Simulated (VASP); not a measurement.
# Bi (I4/mmm) in VASP: notebook

Bi is run at these levels: PBE+D3(BJ); tasks: single point.

All numbers are computed with VASP 6.6.1; they aren't measurements. Logs are shortened: lines on timing, memory, paths and dates and some standing lists are left out, and cuts for length are marked.

## (1) The cell of the first run

It takes space group I4/mmm (No. 139, tetragonal). Conventional cell: a = 3.856 Å, b = 3.856 Å, c = 4.155 Å, α = 90.00°, β = 90.00°, γ = 90.00°. Bi (site symmetry 4/mmm) has 14 Bi at 3.43 to 4.16 Å within 4.5 Å.

## (2) Single point, PBE+D3(BJ) (30.90 Å³/atom)

INCAR reads:

```
SYSTEM = Bi
ALGO = Fast ; EDIFF = 1E-7
ENCUT = 520 ; GGA = PE
ISIF = 2 ; ISMEAR = 0
IVDW = 12 ; LASPH = .TRUE.
LCHARG = .TRUE. ; LELF = .TRUE.
LREAL = .FALSE. ; LVHAR = .TRUE.
LWAVE = .FALSE. ; NBANDS = 14
NELM = 60 ; PREC = Accurate
SIGMA = 0.15
```

KPOINTS reads:

```
k-points
0
G
  18 18 18
  0 0 0
```

POSCAR reads:

```
Bi
1.0
   -1.9280941079      1.9280941079      2.0777142107
    1.9280941079     -1.9280941079      2.0777142107
    1.9280941079      1.9280941079     -2.0777142107
Bi
1
Direct
    0.0000000000      0.0000000000      0.0000000000
```

Potentials or basis: VASP PAW PBE potentials, release 64 (Bi_d).

Started as:

```console
$ cat potpaw_PBE.64/Bi_d/POTCAR > POTCAR
$ mpirun -np 1 vasp_std > vasp.out
```

OUTCAR:

```text
SYSTEM = Bi
   EDIFF = 1E-7
   ENCUT = 520
   GGA = PE
   ISIF = 2
   ISMEAR = 0
   IVDW = 12
   LASPH = .TRUE.
   LREAL = .FALSE.
   NELM = 60
   PREC = Accurate
 IVDW          = 12

 ion  position               nearest neighbor table
   1  0.000  0.000  0.000-

  LATTYP: Found a body centered tetragonal cell.
 ALAT       =     3.8561882158
 C/A-ratio  =     1.0776000000

  Lattice vectors:

 A1 = (  -1.9280941079,   1.9280941079,   2.0777142107)
 A2 = (   1.9280941079,  -1.9280941079,   2.0777142107)
 A3 = (   1.9280941079,   1.9280941079,  -2.0777142107)

Analysis of symmetry for initial positions (statically):
=====================================================================
 Subroutine PRICEL returns:
 Original cell was already a primitive cell.

 Routine SETGRP: Setting up the symmetry group for a
 body centered tetragonal supercell.

 Subroutine GETGRP returns: Found 16 space group operations
 (whereof 16 operations were pure point group operations)
 out of a pool of 16 trial point group operations.

The static configuration has the point symmetry D_4h.

Analysis of symmetry for dynamics (positions and initial velocities):
=====================================================================
 Subroutine PRICEL returns:
 Original cell was already a primitive cell.

 Routine SETGRP: Setting up the symmetry group for a
 body centered tetragonal supercell.

 Subroutine GETGRP returns: Found 16 space group operations
 (whereof 16 operations were pure point group operations)
 out of a pool of 16 trial point group operations.

The dynamic configuration has the point symmetry D_4h.

 Subroutine INISYM returns: Found 16 space group operations
 (whereof 16 operations are pure point group operations),
 and found     1 'primitive' translations

----------------------------------------------------------------------------------------

                                     Primitive cell

  volume of cell :      30.8960

  direct lattice vectors                    reciprocal lattice vectors
    -1.928094108  1.928094108  2.077714211     0.000000000  0.259323442  0.240649074
     1.928094108 -1.928094108  2.077714211     0.259323442  0.000000000  0.240649074
     1.928094108  1.928094108 -2.077714211     0.259323442  0.259323442  0.000000000

  length of vectors
     3.428117577  3.428117577  3.428117577     0.353780474  0.353780474  0.366738728

  position of ions in fractional coordinates (direct lattice)
     0.000000000  0.000000000  0.000000000

  ion indices of the primitive-cell ions
   primitive index   ion index
                 1           1

[... 86 lines left out ...]
   ISMEAR =     0;   SIGMA  =   0.15  broadening in eV -4-tet -1-fermi 0-gaus
   EFERMI_NEDOS =   21; number of points for ismear=-14 and -15
   IALGO  =     68    algorithm
   IMIX   =      4    mixing-type and parameters
     AMIX     =   0.40;   BMIX     =  1.00
     AMIX_MAG =   1.60;   BMIX_MAG =  1.00
  volume/ion in A,a.u.               =      30.90       208.50
  Fermi-wavevector in a.u.,A,eV,Ry     =   1.286682  2.431476 22.525127  1.655550
  Thomas-Fermi vector in A             =   2.418742
   LORBIT       =      0    0 simple, 1 ext, 2 COOP (PROOUT), +10 PAW based schemes
   GGA     = PE    functional components
   LHFCALC =     F    Hartree Fock is set to
   AEXX    =    0.0000 exact exchange contribution
   IVDW    =    12    specifies the selected vdW correction
   LEPSILON=     F    determine dielectric tensor
   LRPA    =     F    only Hartree local field effects (RPA)
 non-spin polarized calculation
 RMM-DIIS sequential band-by-band and
 Gauss-broadening in eV      SIGMA  =   0.15
  energy-cutoff  :      520.00
  volume of cell :       30.90
 maximum number of plane-waves:       847
 NGX is ok and might be reduce to    28
   NGX = 13   NGY = 13   NGZ = 13

 number of electron      15.0000002 magnetization

 Free energy of the ion-electron system (eV)
  ---------------------------------------------------
  ext. energy  EPLUGINS =         0.00000000
  ---------------------------------------------------
  free energy    TOTEN  =        -3.75177870 eV

  energy without entropy =       -3.74478941  energy(sigma->0) =       -3.74828406

 E-fermi :   8.0209     XC(G=0): -10.3269

 val. band max:        8.0208673902   @ k =  -0.2222  -0.3889   0.1667
 cond. band min:       8.0226768190   @ k =  -0.3333   0.4444   0.2778
 fundamental gap:      0.0018094288
 Fermi energy:         8.0209231280

 k-point     1 :       0.0000    0.0000    0.0000
  band No.  band energies     occupation
      1     -15.0399      2.00000
      2     -15.0399      2.00000
      3     -15.0214      2.00000
      4     -14.9225      2.00000
      5     -14.8937      2.00000
      6      -5.5635      2.00000
      7      13.0234      0.00000
      8      13.2318      0.00000
      9      13.2318      0.00000
     10      17.1858      0.00000
     11      17.9611      0.00000
     12      18.8959      0.00000
     13      18.8960      0.00000
     14      19.3358      0.00000
[... 377 lines left out ...]
      1     -15.0417      2.00000
      2     -15.0194      2.00000
      3     -14.9610      2.00000
      4     -14.9284      2.00000
      5     -14.9027      2.00000
      6      -4.8362      2.00000
      7       8.5798      0.00000
      8      11.6178      0.00000
      9      12.4088      0.00000
     10      16.1293      0.00000
     11      16.9802      0.00000
     12      17.9970      0.00000
     13      19.9183      0.00000
     14      20.7986      0.00000

 [... further k-points ...]

------------------------ aborting loop because EDIFF is reached ----------------------------------------

 Edisp (eV)   -0.51025

 E8    (eV) :    -0.2508

  FORCE on cell =-STRESS in cart. coord.  units (eV):
  Direction    XX          YY          ZZ          XY          YZ          ZX
  --------------------------------------------------------------------------------------
  -------------------------------------------------------------------------------------
  Total      -0.20217    -0.20217    -0.36677     0.00000     0.00000     0.00000
  in kB     -10.48410   -10.48410   -19.01967     0.00000     0.00000     0.00000
  external pressure =      -13.33 kB  Pullay stress =        0.00 kB

 VOLUME and BASIS-vectors are now :
 -----------------------------------------------------------------------------
  energy-cutoff  :      520.00
  volume of cell :       30.90
      direct lattice vectors                 reciprocal lattice vectors
    -1.928094108  1.928094108  2.077714211     0.000000000  0.259323442  0.240649074
     1.928094108 -1.928094108  2.077714211     0.259323442  0.000000000  0.240649074
     1.928094108  1.928094108 -2.077714211     0.259323442  0.259323442  0.000000000

 POSITION                                       TOTAL-FORCE (eV/Angst)
 -----------------------------------------------------------------------------------
      0.00000      0.00000      0.00000         0.000000      0.000000      0.000000
 -----------------------------------------------------------------------------------
    total drift:                                0.000000      0.000000      0.000000

  FREE ENERGIE OF THE ION-ELECTRON SYSTEM (eV)
  ---------------------------------------------------
  free  energy   TOTEN  =        -4.2620247626 eV

  energy  without entropy=       -4.2550354658  energy(sigma->0) =       -4.25853011
```

stdout:

```text
POSCAR found type information on POSCAR Bi
 POSCAR found :  1 types and       1 ions
 scaLAPACK will be used
 LDA part: xc-table for (Slater+PW92), standard interpolation
 POSCAR, INCAR and KPOINTS ok, starting setup
 FFT: planning ... GRIDC
 FFT: planning ... GRID_SOFT
 FFT: planning ... GRID
 WAVECAR not read
 entering main loop
WARNING in EDDRMM: call to ZHEGV failed, returncode =   6  3     12
WARNING in EDDRMM: call to ZHEGV failed, returncode =   8  4     13
WARNING in EDDRMM: call to ZHEGV failed, returncode =   8  4     13
WARNING in EDDRMM: call to ZHEGV failed, returncode =   8  4     13
WARNING in EDDRMM: call to ZHEGV failed, returncode =   8  4     13
WARNING in EDDRMM: call to ZHEGV failed, returncode =   8  4     10
WARNING in EDDRMM: call to ZHEGV failed, returncode =   8  4     10
WARNING in EDDRMM: call to ZHEGV failed, returncode =   8  4     11
WARNING in EDDRMM: call to ZHEGV failed, returncode =   6  3     12
WARNING in EDDRMM: call to ZHEGV failed, returncode =   8  4     13
WARNING in EDDRMM: call to ZHEGV failed, returncode =   6  3     12
WARNING in EDDRMM: call to ZHEGV failed, returncode =   6  3     12
WARNING in EDDRMM: call to ZHEGV failed, returncode =   6  3     12
WARNING in EDDRMM: call to ZHEGV failed, returncode =   6  3     12
 num prob  num prob WARNING in EDDRMM: call to ZHEGV failed, returncode =   8  4     13
WARNING in EDDRMM: call to ZHEGV failed, returncode =   8  4     14
 num prob WARNING in EDDRMM: call to ZHEGV failed, returncode =   8  4     14
WARNING in EDDRMM: call to ZHEGV failed, returncode =   6  3     13
```

Wall time 2.1 min (1 thread of AMD EPYC 9R45 (Zen 5), shared host); peak memory 0.28 GiB.

Results:

- Free energy: -4.2620 eV
- Pressure: -1.3 GPa
- Band gap on the k mesh: zero (an odd number of electrons rules out a gap without spin polarisation)
- Dispersion energy per atom: -0.510 eV

Caveat: spin-orbit coupling is left out, which moves the levels of the heavy elements.

## (3) Single point, PBE+D3(BJ) (30.90 Å³/atom)

INCAR reads:

```
PREC     = Accurate       # precision mode
ENCUT    = 520            # plane-wave cutoff, eV
EDIFF    = 1E-6           # SCF threshold, eV
ISMEAR   = 0              # smearing method
SIGMA    = 0.15           # smearing width, eV
LREAL    = F              # projectors in reciprocal space
LASPH    = T              # aspherical terms in the spheres
NELM     = 80             # most SCF steps
ALGO     = Fast           # electronic algorithm
ISIF     = 2              # what is computed and relaxed
LWAVE    = F              # write WAVECAR
LCHARG   = T              # write CHGCAR
GGA      = PE             # functional
IVDW     = 12             # dispersion correction
LELF     = T              # ELF
LVHAR    = T            
NBANDS   = 14             # bands
```

KPOINTS reads:

```
regular mesh
0
Gamma
  18 18 18
```

POSCAR reads:

```
Bi
1.0
   -2.0265847159      2.0265847159      1.8806706163
    2.0265847159     -2.0265847159      1.8806706163
    2.0265847159      2.0265847159     -1.8806706163
Bi
1
Direct
    0.0000000000      0.0000000000      0.0000000000
```

Potentials or basis: VASP PAW PBE potentials, release 64 (Bi_d).

Started as:

```console
$ cat potpaw_PBE.64/Bi_d/POTCAR > POTCAR
$ mpirun -np 1 vasp_std > vasp.out
```

Wall time 2 min (1 thread of AMD EPYC 9R45 (Zen 5), shared host); peak memory 0.28 GiB.

The run converged. Its results:

```
Free energy                : -4.2633 eV
Pressure                   : -1.3 GPa
Band gap on the k mesh     : zero (an odd number of electrons rules out a gap without spin polarisation)
Dispersion energy per atom : -0.510 eV
```

Stress tensor (GPa, compression positive):
```
-1.52  0.00  0.00
 0.00 -1.52  0.00
 0.00  0.00 -0.85
```

Levels at points of the mesh, in eV from the Fermi level:
| k point | band 5 | band 6 | band 7 | band 8 | band 9 | band 10 |
| --- | --- | --- | --- | --- | --- | --- |
| (0.00, 0.00, 0.00) | -22.90 | -13.58 | 4.99 | 4.99 | 5.45 | 9.13 |
| (0.50, 0.00, 0.00) | -22.83 | -10.37 | -5.06 | 1.37 | 3.09 | 5.71 |
| (0.50, 0.50, 0.00) | -22.84 | -10.69 | -5.22 | 2.15 | 4.20 | 6.64 |
| (0.50, 0.50, 0.50) | -22.84 | -8.42 | -2.21 | -2.21 | -0.97 | 3.22 |

Caveat: spin-orbit coupling is left out, which moves the levels of the heavy elements.

[end of part 1 of 2]
